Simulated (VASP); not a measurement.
# Pb (Fm-3m) in VASP: a series of runs

The runs below take Pb through single point, with PBEsol.

Program: VASP 6.6.1. These are calculated values, not measurements. Logs are shortened: lines on timing, memory, paths and dates and some standing lists are left out, and cuts for length are marked.

## (1) The cell of the first run

The structure is cubic, space group Fm-3m (No. 225). The conventional cell has a = 4.721 Å, b = 4.721 Å, c = 4.721 Å, α = 90.00°, β = 90.00°, γ = 90.00°. Within 4.4 Å of Pb (site symmetry m-3m) lie 12 Pb at 3.34 Å.

## (2) Single point, PBEsol (volume scaled by 0.88)

The input, INCAR:

```
SYSTEM = Pb
ALGO = Normal
EDIFF = 1E-6
ENCUT = 520
GGA = PS
ISIF = 2
ISMEAR = -1
LASPH = .True.
LCHARG = .False.
LREAL = .False.
LWAVE = .False.
NBANDS = 13
NELM = 60
PREC = Accurate
SIGMA = 0.1
```

The input, KPOINTS:

```
k-points
0
Gamma
  18 18 18
  0 0 0
```

The input, POSCAR:

```
Pb
1.0
    0.0000000000      2.3607441251      2.3607441251
    2.3607441251      0.0000000000      2.3607441251
    2.3607441251      2.3607441251      0.0000000000
Pb
1
Direct
    0.0000000000      0.0000000000      0.0000000000
```

Potentials or basis: VASP PAW PBE potentials, release 64 (Pb_d).

Run with:

```bash
$ cat potpaw_PBE.64/Pb_d/POTCAR > POTCAR
$ mpirun -np 1 vasp_std > vasp.out
```

OUTCAR:

```text
SYSTEM = Pb
   EDIFF = 1E-6
   ENCUT = 520
   GGA = PS
   ISIF = 2
   ISMEAR = -1
   LASPH = .True.
   LREAL = .False.
   NELM = 60
   PREC = Accurate

 ion  position               nearest neighbor table
   1  0.000  0.000  0.000-

  LATTYP: Found a face centered cubic cell.
 ALAT       =     4.7214882502

  Lattice vectors:

 A1 = (   0.0000000000,   2.3607441251,   2.3607441251)
 A2 = (   2.3607441251,   0.0000000000,   2.3607441251)
 A3 = (   2.3607441251,   2.3607441251,   0.0000000000)

Analysis of symmetry for initial positions (statically):
=====================================================================
 Subroutine PRICEL returns:
 Original cell was already a primitive cell.

 Routine SETGRP: Setting up the symmetry group for a
 face centered cubic supercell.

 Subroutine GETGRP returns: Found 48 space group operations
 (whereof 48 operations were pure point group operations)
 out of a pool of 48 trial point group operations.

The static configuration has the point symmetry O_h .

Analysis of symmetry for dynamics (positions and initial velocities):
=====================================================================
 Subroutine PRICEL returns:
 Original cell was already a primitive cell.

 Routine SETGRP: Setting up the symmetry group for a
 face centered cubic supercell.

 Subroutine GETGRP returns: Found 48 space group operations
 (whereof 48 operations were pure point group operations)
 out of a pool of 48 trial point group operations.

The dynamic configuration has the point symmetry O_h .

 Subroutine INISYM returns: Found 48 space group operations
 (whereof 48 operations are pure point group operations),
 and found     1 'primitive' translations

----------------------------------------------------------------------------------------

                                     Primitive cell

  volume of cell :      26.3134

  direct lattice vectors                    reciprocal lattice vectors
     0.000000000  2.360744125  2.360744125    -0.211797625  0.211797625  0.211797625
     2.360744125  0.000000000  2.360744125     0.211797625 -0.211797625  0.211797625
     2.360744125  2.360744125  0.000000000     0.211797625  0.211797625 -0.211797625

  length of vectors
     3.338596359  3.338596359  3.338596359     0.366844248  0.366844248  0.366844248

  position of ions in fractional coordinates (direct lattice)
     0.000000000  0.000000000  0.000000000

  ion indices of the primitive-cell ions
   primitive index   ion index
                 1           1

[... 67 lines left out ...]
   LSORBIT =      F    spin-orbit coupling
   LASPH  =      T    aspherical Exc in radial PAW
   ENCUT  =  520.0 eV  38.22 Ry    6.18 a.u.   6.21  6.21  6.21*2*pi/ulx,y,z
   NELM   =     60;   NELMIN=  2; NELMDL= -5     # of ELM steps
   EDIFF  = 0.1E-05   stopping-criterion for ELM
   LREAL  =      F    real-space projection
[... 7 lines left out ...]
   TEBEG  =    0.0;   TEEND  =   0.0 temperature during run
   PSTRESS=    0.0 pullay stress
   NELECT =      14.0000    total number of electrons
   NUPDOWN=      -1.0000    fix difference up-down
   EMIN   =  10.00;   EMAX   =-10.00  energy-range for DOS
   EFERMI =   0.00;   METHOD = LEGACY
   ISMEAR =    -1;   SIGMA  =   0.10  broadening in eV -4-tet -1-fermi 0-gaus
   EFERMI_NEDOS =   21; number of points for ismear=-14 and -15
   IALGO  =     38    algorithm
   IMIX   =      4    mixing-type and parameters
     AMIX     =   0.40;   BMIX     =  1.00
     AMIX_MAG =   1.60;   BMIX_MAG =  1.00
  volume/ion in A,a.u.               =      26.31       177.57
  Fermi-wavevector in a.u.,A,eV,Ry     =   1.326555  2.506825 23.942827  1.759748
  Thomas-Fermi vector in A             =   2.455933
   LORBIT       =      0    0 simple, 1 ext, 2 COOP (PROOUT), +10 PAW based schemes
   GGA     = PS    functional components
   LHFCALC =     F    Hartree Fock is set to
   AEXX    =    0.0000 exact exchange contribution
   IVDW    =     0    specifies the selected vdW correction
   LEPSILON=     F    determine dielectric tensor
   LRPA    =     F    only Hartree local field effects (RPA)
 non-spin polarized calculation
  energy-cutoff  :      520.00
  volume of cell :       26.31
 maximum number of plane-waves:       725
 NGX is ok and might be reduce to    28
   NGX = 13   NGY = 13   NGZ = 13

 number of electron      13.9999999 magnetization

 Free energy of the ion-electron system (eV)
  ---------------------------------------------------
  ext. energy  EPLUGINS =         0.00000000
  ---------------------------------------------------
  free energy    TOTEN  =        -3.91798143 eV

  energy without entropy =       -3.90138232  energy(sigma->0) =       -3.90968187

 E-fermi :   8.8636     XC(G=0): -11.0422

 val. band max:        8.8616323660   @ k =  -0.4444   0.3889   0.0556
 cond. band min:       8.8796404418   @ k =   0.2778   0.0000   0.0000
 fundamental gap:      0.0180080758
 Fermi energy:         8.8636387427

 k-point     1 :       0.0000    0.0000    0.0000
  band No.  band energies     occupation
      1      -8.3296      2.00000
      2      -8.3296      2.00000
      3      -8.3296      2.00000
      4      -8.1126      2.00000
      5      -8.1126      2.00000
      6      -4.0229      2.00000
      7      17.3690      0.00000
      8      17.3690      0.00000
      9      17.3690      0.00000
     10      18.6116      0.00000
     11      21.9420      0.00000
     12      22.4035      0.00000
     13      22.4035      0.00000
[... 354 lines left out ...]
  band No.  band energies     occupation
      1      -8.3537      2.00000
      2      -8.2720      2.00000
      3      -8.2673      2.00000
      4      -8.0981      2.00000
      5      -8.0454      2.00000
      6      -2.6574      2.00000
      7      10.1427      0.00001
      8      14.9288      0.00000
      9      16.8520      0.00000
     10      18.7043      0.00000
     11      20.6561      0.00000
     12      21.6468      0.00000
     13      23.4877      0.00000

 [... further k-points ...]
[... 5 lines left out ...]
  --------------------------------------------------------------------------------------
  -------------------------------------------------------------------------------------
  Total        1.4015507      1.4015507      1.4015507      0.0000000      0.0000000     -0.0000000
  in kB       85.3380348     85.3380348     85.3380348      0.0000000      0.0000000     -0.0000000
  external PRESSURE =      85.3380348 kB  Pullay stress =       0.0000000 kB

 VOLUME and BASIS-vectors are now :
 -----------------------------------------------------------------------------
  energy-cutoff  :      520.00
  volume of cell :       26.31
      direct lattice vectors                 reciprocal lattice vectors
     0.000000000  2.360744125  2.360744125    -0.211797625  0.211797625  0.211797625
     2.360744125  0.000000000  2.360744125     0.211797625 -0.211797625  0.211797625
     2.360744125  2.360744125  0.000000000     0.211797625  0.211797625 -0.211797625

 POSITION                                       TOTAL-FORCE (eV/Angst)
 -----------------------------------------------------------------------------------
      0.00000      0.00000      0.00000        -0.000000      0.000000     -0.000000
 -----------------------------------------------------------------------------------
    total drift:                               -0.000000     -0.000000     -0.000000

  FREE ENERGIE OF THE ION-ELECTRON SYSTEM (eV)
  ---------------------------------------------------
  free  energy   TOTEN  =        -3.9179814336 eV

  energy  without entropy=       -3.9013823162  energy(sigma->0) =       -3.90968187
```

OSZICAR:

```text
N       E                     dE             d eps       ncg     rms          rms(c)
DAV:   1     0.106445049588E+03    0.10645E+03   -0.72162E+03  5152   0.133E+03
DAV:   2     0.896051139624E+00   -0.10555E+03   -0.10200E+03  5390   0.319E+02
DAV:   3    -0.383651718848E+01   -0.47326E+01   -0.47110E+01  6291   0.721E+01
DAV:   4    -0.393800235915E+01   -0.10149E+00   -0.10146E+00  6291   0.109E+01
DAV:   5    -0.394241901918E+01   -0.44167E-02   -0.44165E-02  7050   0.216E+00    0.757E-01
DAV:   6    -0.392364505117E+01    0.18774E-01   -0.21145E-02  6515   0.281E+00    0.349E-01
DAV:   7    -0.391839477129E+01    0.52503E-02   -0.87453E-03  6638   0.166E+00    0.912E-02
DAV:   8    -0.391798518426E+01    0.40959E-03   -0.51493E-04  7961   0.377E-01    0.876E-03
DAV:   9    -0.391798221122E+01    0.29730E-05   -0.71026E-06  6645   0.508E-02    0.459E-03
DAV:  10    -0.391798143360E+01    0.77762E-06   -0.35633E-07  4365   0.658E-03
   1 F= -.39179814E+01 E0= -.39096819E+01  d E =-.165991E-01
```

stdout:

```text
POSCAR found type information on POSCAR Pb
 POSCAR found :  1 types and       1 ions
 scaLAPACK will be used
 -----------------------------------------------------------------------------
|                                                                             |
|                                                                             |
|     You enforced a specific xc type in the INCAR file but a different       |
|     I HOPE YOU KNOW WHAT YOU ARE DOING!                                     |
|                                                                             |
 -----------------------------------------------------------------------------

 LDA part: xc-table for (Slater+PW92), standard interpolation
 POSCAR, INCAR and KPOINTS ok, starting setup
 FFT: planning ... GRIDC
 FFT: planning ... GRID_SOFT
 FFT: planning ... GRID
 WAVECAR not read
 entering main loop
```

Run time: 23 s. Hardware: 1 thread of Intel Xeon 6975P-C (Granite Rapids), shared host; peak memory 0.2 GiB.

Results:

```
Free energy            : -3.9180 eV
Pressure               : 8.5 GPa
Band gap on the k mesh : zero (band 7 reaches 17.37 eV, above the bottom of band 8 at 6.94 eV)
```

Levels at points of the mesh, in eV from the Fermi level:
```
           k point  band 3  band 4  band 5  band 6  band 7  band 8  band 9  band 10  band 11  band 12
(0.00, 0.00, 0.00)  -17.19  -16.98  -16.98  -12.89    8.51    8.51    8.51     9.75    13.08    13.54
(0.50, 0.00, 0.00)  -17.18  -16.78  -16.78   -8.34   -5.04    6.33    6.33     9.22    10.78    12.04
(0.50, 0.50, 0.00)  -16.79  -16.72  -16.72   -6.56   -3.95    2.12    2.12     5.78     7.09    18.99
```

Caveat: the PAW data sets were made with another functional, which shifts forces and pressure a little; spin-orbit coupling is left out, which moves the levels of the heavy elements.

## (3) Single point, PBEsol (volume scaled by 0.92)

The input, INCAR:

```
ALGO = Normal
EDIFF = 1E-6
ENCUT = 520
GGA = PS
ISIF = 2
ISMEAR = -1
LASPH = T
LCHARG = F
LREAL = F
LWAVE = F
NBANDS = 13
NELM = 60
PREC = Accurate
SIGMA = 0.1
```

The input, KPOINTS:

```
k-points
0
Gamma
  18 18 18
```

The input, POSCAR:

```
Pb
1.0
    0.0000000000      2.3959843075      2.3959843075
    2.3959843075      0.0000000000      2.3959843075
    2.3959843075      2.3959843075      0.0000000000
Pb
1
Direct
    0.0000000000      0.0000000000      0.0000000000
```

Potentials or basis: VASP PAW PBE potentials, release 64 (Pb_d).

Run with:

```bash
$ cat potpaw_PBE.64/Pb_d/POTCAR > POTCAR
$ mpirun -np 1 vasp_std > vasp.out
```

Wall time 25 s (1 thread of Intel Xeon 6975P-C (Granite Rapids), shared host); peak memory 0.2 GiB.

Results (log left out):

| Item | Value |
| --- | --- |
| Free energy | -3.9689 eV |
| Pressure | 5.1 GPa |
| Band gap on the k mesh | zero (band 7 reaches 16.44 eV, above the bottom of band 8 at 6.48 eV) |

Levels at points of the mesh, in eV from the Fermi level:
| k point | band 4 | band 5 | band 6 | band 7 | band 8 | band 9 | band 10 | band 11 |
| --- | --- | --- | --- | --- | --- | --- | --- | --- |
| (0.00, 0.00, 0.00) | -16.94 | -16.94 | -12.52 | 8.15 | 8.15 | 8.15 | 9.76 | 12.52 |
| (0.50, 0.00, 0.00) | -16.76 | -16.76 | -8.28 | -4.78 | 6.08 | 6.08 | 9.22 | 10.34 |
| (0.50, 0.50, 0.00) | -16.71 | -16.71 | -6.63 | -3.74 | 2.09 | 2.09 | 5.63 | 6.93 |

Caveat: the PAW data sets were made with another functional, which shifts forces and pressure a little; spin-orbit coupling is left out, which moves the levels of the heavy elements.

## (4) Single point, PBEsol (volume scaled by 0.96)

The input, INCAR:

```
ALGO     = Normal         # electronic algorithm
EDIFF    = 1E-6           # SCF threshold, eV
ENCUT    = 520            # plane-wave cutoff, eV
GGA      = PS             # functional
ISIF     = 2              # what is computed and relaxed
ISMEAR   = -1             # smearing method
LASPH    = True           # aspherical terms in the spheres
LCHARG   = False          # write CHGCAR
LREAL    = False          # projectors in reciprocal space
LWAVE    = False          # write WAVECAR
NBANDS   = 13             # bands
NELM     = 60             # most SCF steps
PREC     = Accurate       # precision mode
SIGMA    = 0.1            # smearing width, eV
```

KPOINTS is that of step 3.

The input, POSCAR:

```
Pb
1.0
    0.0000000000      2.4302172798      2.4302172798
    2.4302172798      0.0000000000      2.4302172798
    2.4302172798      2.4302172798      0.0000000000
Pb
1
Direct
    0.0000000000      0.0000000000      0.0000000000
```

Run with:

```bash
$ cat potpaw_PBE.64/Pb_d/POTCAR > POTCAR
$ mpirun -np 1 vasp_std > vasp.out
```

It took 24 s on 1 thread of Intel Xeon 6975P-C (Granite Rapids), shared host; peak memory 0.2 GiB.

Results (log left out):

```
Free energy            : -3.9966 eV
Pressure               : 2.3 GPa
Band gap on the k mesh : zero (band 7 reaches 15.58 eV, above the bottom of band 8 at 6.06 eV)
```

Levels at points of the mesh, in eV from the Fermi level:
```
           k point  band 3  band 4  band 5  band 6  band 7  band 8  band 9  band 10  band 11  band 12
(0.00, 0.00, 0.00)  -17.07  -16.91  -16.91  -12.20    7.81    7.81    7.81     9.75    11.98    12.85
(0.50, 0.00, 0.00)  -17.06  -16.75  -16.75   -8.23   -4.54    5.84    5.84     9.22     9.93    11.49
(0.50, 0.50, 0.00)  -16.76  -16.71  -16.71   -6.68   -3.55    2.05    2.05     5.49     6.78    18.53
```

Caveat: the PAW data sets were made with another functional, which shifts forces and pressure a little; spin-orbit coupling is left out, which moves the levels of the heavy elements.

## (5) The runs side by side

```csv
cell,gap on the mesh (eV),pressure (GPa)
"a = 3.339 Å, angles 60.0°, 1 atom",none,8.5
"a = 3.388 Å, angles 60.0°, 1 atom",none,5.1
"a = 3.437 Å, angles 60.0°, 1 atom",none,2.3
```

Alike in all rows: task single point; level PBEsol; potentials or basis VASP PAW PBE potentials, release 64 (Pb_d); no spin polarisation; k mesh 18 × 18 × 18; cutoff (eV) 520; smearing fermi-dirac 0.1 eV.

Caveats: the PAW data sets were made with another functional, which shifts forces and pressure a little; spin-orbit coupling is left out, which moves the levels of the heavy elements.

Total energies depend on the potentials used, so only differences within one code and one set of settings carry meaning.
